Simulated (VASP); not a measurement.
Write the native input for VASP 6.6.1 that does the following.

```yaml
Task: single point
Functional: r2SCAN
Potentials_or_basis: VASP PAW PBE potentials, release 64 (Rh_sv_GW)
Cutoff: 680 eV
k_mesh: 14 × 14 × 14
Occupations: fermi-dirac, width 0.01 eV
Spin: no spin polarisation
Dipole_correction: no
Further_INCAR_settings: ALGO = Normal; EDIFF = 1e-06; NBANDS = 14
```

Rh:

```xyz
1
Lattice="0.0000 1.9008 1.9008 1.9008 0.0000 1.9008 1.9008 1.9008 0.0000" Properties=species:S:1:pos:R:3 pbc="T T T"
Rh    0.0000    0.0000    0.0000
```

One way to write it, as run:

POSCAR

```
Rh
1.0
    0.0000000000      1.9008071574      1.9008071574
    1.9008071574      0.0000000000      1.9008071574
    1.9008071574      1.9008071574      0.0000000000
Rh
1
Direct
    0.0000000000      0.0000000000      0.0000000000
```

INCAR.step1

```
PREC = Accurate ; ENCUT = 680
ISMEAR = -1 ; SIGMA = 0.01
LREAL = F ; LASPH = T
NELM = 120 ; NBANDS = 14
GGA = PE ; ALGO = Normal
EDIFF = 1E-5 ; LWAVE = T
LCHARG = F ; GGA_COMPAT = F
```

INCAR.step2

```
PREC = Accurate ; ENCUT = 680
EDIFF = 1E-6 ; ISMEAR = -1
SIGMA = 0.01 ; LREAL = F
LASPH = T ; NELM = 120
ALGO = Normal ; ISIF = 2
LWAVE = F ; LCHARG = F
METAGGA = R2SCAN ; LMIXTAU = T
NBANDS = 14 ; ISTART = 1
GGA_COMPAT = F
```

KPOINTS

```
Automatic mesh
0
Gamma
  14 14 14
```

Potentials or basis: VASP PAW PBE potentials, release 64 (Rh_sv_GW).

The run is started by

```sh
$ cat potpaw_PBE.64/Rh_sv_GW/POTCAR > POTCAR
$ cp INCAR.step1 INCAR
$ mpirun -np 1 vasp_std > vasp.out
$ cp INCAR.step2 INCAR
$ mpirun -np 1 vasp_std > vasp.out
```

Results of the run:

```
Pressure               : -0.3 GPa
Band gap on the k mesh : zero (an odd number of electrons rules out a gap without spin polarisation)
```

Caveat: the PAW data sets were made with another functional, which shifts forces and pressure a little.

Run time: 4.2 min on 1 thread of AMD EPYC 7571, with other jobs on the host, peak memory 0.15 GiB.
